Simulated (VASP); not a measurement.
# Cu (I4/mmm) in VASP: further runs, part 2 of 2

VASP 6.6.1. Earlier steps stand in the parts before.

## 3. Single point, PBEsol (strain +0.050 along x and y, +0.000 along z)

The input, INCAR:

```
PREC = Accurate
ENCUT = 520
EDIFF = 1E-6
ISMEAR = 0
SIGMA = 0.15
LREAL = F
LASPH = T
NELM = 100
ALGO = Fast
ISIF = 2
LWAVE = F
LCHARG = F
GGA = PS
NBANDS = 12
```

The input, KPOINTS:

```
regular mesh
0
Gamma
  28 28 28
```

The input, POSCAR:

```
Cu
1.0
    0.0000000000      1.8707703092      1.7816860088
    1.8707703092      0.0000000000      1.7816860088
    1.8707703092      1.8707703092      0.0000000000
Cu
1
Direct
    0.0000000000      0.0000000000      0.0000000000
```

Potentials or basis: VASP PAW PBE potentials, release 64 (Cu).

The run is started by

```bash
> cat potpaw_PBE.64/Cu/POTCAR > POTCAR
> mpirun -np 1 vasp_std > vasp.out
```

OUTCAR:

```text
PREC = Accurate
   ENCUT = 520
   EDIFF = 1E-6
   ISMEAR = 0
   LREAL = F
   LASPH = T
   NELM = 100
   ISIF = 2
   GGA = PS

 ion  position               nearest neighbor table
   1  0.000  0.000  0.000-

  LATTYP: Found a body centered tetragonal cell.
 ALAT       =     2.6456687434
 C/A-ratio  =     1.3468700594

  Lattice vectors:

 A1 = (   0.0000000000,  -1.8707703092,  -1.7816860088)
 A2 = (   0.0000000000,   1.8707703092,  -1.7816860088)
 A3 = (   1.8707703092,   0.0000000000,   1.7816860088)

[... 538 lines left out ...]
     12      33.0961      0.00000

 [... further k-points ...]

------------------------ aborting loop because EDIFF is reached ----------------------------------------

  FORCE on cell =-STRESS in cart. coord.  units (eV):
  Direction    XX          YY          ZZ          XY          YZ          ZX
  --------------------------------------------------------------------------------------
  -------------------------------------------------------------------------------------
  Total       -0.9855259     -0.9855259     -0.8353858      0.0000000     -0.0000000     -0.0000000
  in kB     -126.6124810   -126.6124810   -107.3236848      0.0000000     -0.0000000     -0.0000000
  external PRESSURE =    -120.1828823 kB  Pullay stress =       0.0000000 kB

 VOLUME and BASIS-vectors are now :
 -----------------------------------------------------------------------------
  energy-cutoff  :      520.00
  volume of cell :       12.47
      direct lattice vectors                 reciprocal lattice vectors
     0.000000000  1.870770309  1.781686009    -0.267269583  0.267269583  0.280633062
     1.870770309  0.000000000  1.781686009     0.267269583 -0.267269583  0.280633062
     1.870770309  1.870770309  0.000000000     0.267269583  0.267269583 -0.280633062

 POSITION                                       TOTAL-FORCE (eV/Angst)
 -----------------------------------------------------------------------------------
      0.00000      0.00000      0.00000        -0.000000      0.000000      0.000000
 -----------------------------------------------------------------------------------
    total drift:                                0.000000      0.000000      0.000000

  FREE ENERGIE OF THE ION-ELECTRON SYSTEM (eV)
  ---------------------------------------------------
  free  energy   TOTEN  =        -4.2622963263 eV

  energy  without entropy=       -4.2588871643  energy(sigma->0) =       -4.26059175
```

stdout:

```text
POSCAR found type information on POSCAR Cu
 POSCAR found :  1 types and       1 ions
 scaLAPACK will be used
 -----------------------------------------------------------------------------
|                                                                             |
|                                                                             |
|     You enforced a specific xc type in the INCAR file but a different       |
|     I HOPE YOU KNOW WHAT YOU ARE DOING!                                     |
|                                                                             |
 -----------------------------------------------------------------------------

 LDA part: xc-table for (Slater+PW92), standard interpolation
 POSCAR, INCAR and KPOINTS ok, starting setup
 FFT: planning ... GRIDC
 FFT: planning ... GRID_SOFT
 FFT: planning ... GRID
 WAVECAR not read
 entering main loop
WARNING in EDDRMM: call to ZHEGV failed, returncode =   6  3      7
WARNING in EDDRMM: call to ZHEGV failed, returncode =   6  3     10
WARNING in EDDRMM: call to ZHEGV failed, returncode =   6  3     11
WARNING in EDDRMM: call to ZHEGV failed, returncode =   6  3      7
WARNING in EDDRMM: call to ZHEGV failed, returncode =   6  3      9
WARNING in EDDRMM: call to ZHEGV failed, returncode =   6  3      8
```

Run time: 2.4 min. Hardware: 1 thread of Intel Xeon Platinum 8488C (Sapphire Rapids), shared host; peak memory 0.33 GiB.

What came out:

| Property | Result |
| --- | --- |
| Free energy | -4.2623 eV |
| Pressure | -12.0 GPa |

Stress tensor (GPa, compression positive):
```
-12.66   0.00   0.00
  0.00 -12.66   0.00
  0.00   0.00 -10.73
```

Caveat: the cell differs from its parent crystal (strain +0.050 along x and y, +0.000 along z); the PAW data sets were made with another functional, which shifts forces and pressure a little.

## 4. Single point, PBEsol (strain +0.025 along x and y, -0.050 along z)

The input, INCAR:

```
SYSTEM = Cu
ALGO = Fast
EDIFF = 1E-6
ENCUT = 520
GGA = PS
ISIF = 2
ISMEAR = 0
LASPH = .TRUE.
LCHARG = .FALSE.
LREAL = .FALSE.
LWAVE = .FALSE.
NBANDS = 12
NELM = 80
PREC = Accurate
SIGMA = 0.15
```

The input, KPOINTS:

```
k-points
0
G
  28 28 28
  0 0 0
```

The input, POSCAR:

```
Cu
1.0
    0.0000000000      1.8262281590      1.6926017084
    1.8262281590      0.0000000000      1.6926017084
    1.8262281590      1.8262281590      0.0000000000
Cu
1
Direct
    0.0000000000      0.0000000000      0.0000000000
```

The run is started by

```bash
> cat potpaw_PBE.64/Cu/POTCAR > POTCAR
> mpirun -np 1 vasp_std > vasp.out
```

It took 2 min on 1 thread of Intel Xeon Platinum 8488C (Sapphire Rapids), shared host; peak memory 0.32 GiB.

Results (log left out):

| Quantity | Value |
| --- | --- |
| Free energy | -4.3032 eV |
| Pressure | 1.2 GPa |

Stress tensor (GPa, compression positive):
```
0.10 0.00 0.00
0.00 0.10 0.00
0.00 0.00 3.47
```

Levels at points of the mesh, in eV from the Fermi level:
| k point | band 2 | band 3 | band 4 | band 5 | band 6 | band 7 | band 8 | band 9 | band 10 | band 11 |
| --- | --- | --- | --- | --- | --- | --- | --- | --- | --- | --- |
| (0.00, 0.00, 0.00) | -3.28 | -3.28 | -2.92 | -2.49 | -2.12 | 23.05 | 25.81 | 25.81 | 26.27 | 28.35 |
| (0.50, 0.00, 0.00) | -3.41 | -3.00 | -1.76 | -1.59 | -1.16 | 3.99 | 20.71 | 21.49 | 24.68 | 24.88 |
| (0.50, 0.50, 0.00) | -4.71 | -1.69 | -1.51 | -1.51 | 2.62 | 8.82 | 12.17 | 12.17 | 17.02 | 19.86 |
| (0.50, 0.00, 0.50) | -4.63 | -1.71 | -1.66 | -1.42 | 0.88 | 6.74 | 14.04 | 14.11 | 18.59 | 21.64 |

Caveat: the cell differs from its parent crystal (strain +0.025 along x and y, -0.050 along z); the PAW data sets were made with another functional, which shifts forces and pressure a little.

## 5. Single point, PBEsol (strain +0.025 along x and y, -0.025 along z)

The input, INCAR:

```
PREC     = Accurate       # precision mode
ENCUT    = 520            # plane-wave cutoff, eV
EDIFF    = 1E-7           # SCF threshold, eV
ISMEAR   = 0              # smearing method
SIGMA    = 0.15           # smearing width, eV
LREAL    = False          # projectors in reciprocal space
LASPH    = True           # aspherical terms in the spheres
NELM     = 80             # most SCF steps
ALGO     = Fast           # electronic algorithm
ISIF     = 2              # what is computed and relaxed
LWAVE    = False          # write WAVECAR
LCHARG   = False          # write CHGCAR
GGA      = PS             # functional
NBANDS   = 12             # bands
```

The input, KPOINTS:

```
regular mesh
0
Gamma
  28 28 28
```

The input, POSCAR:

```
Cu
1.0
    0.0000000000      1.8262281590      1.7371438586
    1.8262281590      0.0000000000      1.7371438586
    1.8262281590      1.8262281590      0.0000000000
Cu
1
Direct
    0.0000000000      0.0000000000      0.0000000000
```

The run is started by

```bash
> cat potpaw_PBE.64/Cu/POTCAR > POTCAR
> mpirun -np 1 vasp_std > vasp.out
```

It took 2.5 min on 1 thread of Intel Xeon Platinum 8488C (Sapphire Rapids), shared host; peak memory 0.32 GiB.

Results (log left out):

```yaml
Free_energy: -4.3053 eV
Pressure: -2.9 GPa
```

Stress tensor (GPa, compression positive):
```
-3.73  0.00  0.00
 0.00 -3.73  0.00
 0.00  0.00 -1.26
```

Levels at points of the mesh, in eV from the Fermi level:
```tsv
k point	band 2	band 3	band 4	band 5	band 6	band 7	band 8	band 9	band 10	band 11
(0.00, 0.00, 0.00)	-3.17	-3.17	-2.93	-2.36	-2.12	22.78	25.44	25.44	25.68	27.92
(0.50, 0.00, 0.00)	-3.25	-2.99	-1.71	-1.60	-1.09	3.84	20.79	21.50	23.64	24.64
(0.50, 0.50, 0.00)	-4.56	-1.67	-1.50	-1.50	2.19	8.13	12.39	12.39	17.09	19.80
(0.50, 0.00, 0.50)	-4.51	-1.67	-1.59	-1.44	1.08	6.79	13.57	13.64	18.10	20.96
```

Caveat: the cell differs from its parent crystal (strain +0.025 along x and y, -0.025 along z); the PAW data sets were made with another functional, which shifts forces and pressure a little.

## 6. Single point, PBEsol (strain +0.050 along x and y, -0.050 along z)

Edit INCAR of step 5 so:

```diff
@@ -2,3 +2,3 @@
 ENCUT    = 520            # plane-wave cutoff, eV
-EDIFF    = 1E-7           # SCF threshold, eV
+EDIFF    = 1E-6           # SCF threshold, eV
 ISMEAR   = 0              # smearing method
@@ -11,4 +11,6 @@
 LWAVE    = False          # write WAVECAR
-LCHARG   = False          # write CHGCAR
+LCHARG   = True           # write CHGCAR
 GGA      = PS             # functional
+LELF     = True           # ELF
+LVHAR    = True         
 NBANDS   = 12             # bands
```

The input, KPOINTS:

```
Automatic mesh
0
Gamma
  28 28 28
```

The input, POSCAR:

```
Cu
1.0
    0.0000000000      1.8707703092      1.6926017084
    1.8707703092      0.0000000000      1.6926017084
    1.8707703092      1.8707703092      0.0000000000
Cu
1
Direct
    0.0000000000      0.0000000000      0.0000000000
```

Potentials or basis: VASP PAW PBE potentials, release 64 (Cu).

The run is started by

```bash
> cat potpaw_PBE.64/Cu/POTCAR > POTCAR
> mpirun -np 1 vasp_std > vasp.out
```

Run time: 2.2 min. Hardware: 1 thread of Intel Xeon Platinum 8488C (Sapphire Rapids), shared host; peak memory 0.32 GiB.

The run converged. Its results:

```yaml
Free_energy: -4.2909 eV
Pressure: -6.0 GPa
```

Stress tensor (GPa, compression positive):
```
-7.11  0.00  0.00
 0.00 -7.11  0.00
 0.00  0.00 -3.89
```

Levels at points of the mesh, in eV from the Fermi level:
```csv
k point,band 4,band 5,band 6,band 7,band 8,band 9
"(0.00, 0.00, 0.00)",-2.69,-2.43,-1.99,22.76,25.12,25.12
"(0.50, 0.00, 0.00)",-1.72,-1.51,-0.99,3.78,20.01,20.43
"(0.50, 0.50, 0.00)",-1.46,-1.46,3.02,8.92,11.49,11.49
"(0.50, 0.00, 0.50)",-1.63,-1.36,0.79,6.23,13.87,14.01
```

Caveat: the cell differs from its parent crystal (strain +0.050 along x and y, -0.050 along z); the PAW data sets were made with another functional, which shifts forces and pressure a little.

## 7. Summary

```tsv
cell	further INCAR settings	gap on the mesh (eV)	pressure (GPa)
a = 2.553, b = 2.553, c = 2.646 Å, angles 58.8, 58.8, 62.4°, 1 atom	ALGO = Fast; EDIFF = 1e-06; NBANDS = 12	none	-9.3
a = 2.583, b = 2.583, c = 2.646 Å, angles 59.2, 59.2, 61.6°, 1 atom	ALGO = Fast; EDIFF = 1e-06; NBANDS = 12	none	-12.0
a = 2.490, b = 2.490, c = 2.583 Å, angles 58.8, 58.8, 62.5°, 1 atom	ALGO = Fast; EDIFF = 1e-06; NBANDS = 12	none	1.2
a = 2.520, b = 2.520, c = 2.583 Å, angles 59.2, 59.2, 61.6°, 1 atom	ALGO = Fast; EDIFF = 1e-07; NBANDS = 12	none	-2.9
a = 2.523, b = 2.523, c = 2.646 Å, angles 58.4, 58.4, 63.2°, 1 atom	ALGO = Fast; EDIFF = 1e-06; NBANDS = 12	none	-6.0
```

Alike in all rows: task single point; level PBEsol; potentials or basis VASP PAW PBE potentials, release 64 (Cu); no spin polarisation; k mesh 28 × 28 × 28; cutoff (eV) 520; smearing gaussian 0.15 eV.

Caveats: the PAW data sets were made with another functional, which shifts forces and pressure a little.

Absolute energies hang on the potentials; compare differences alone.
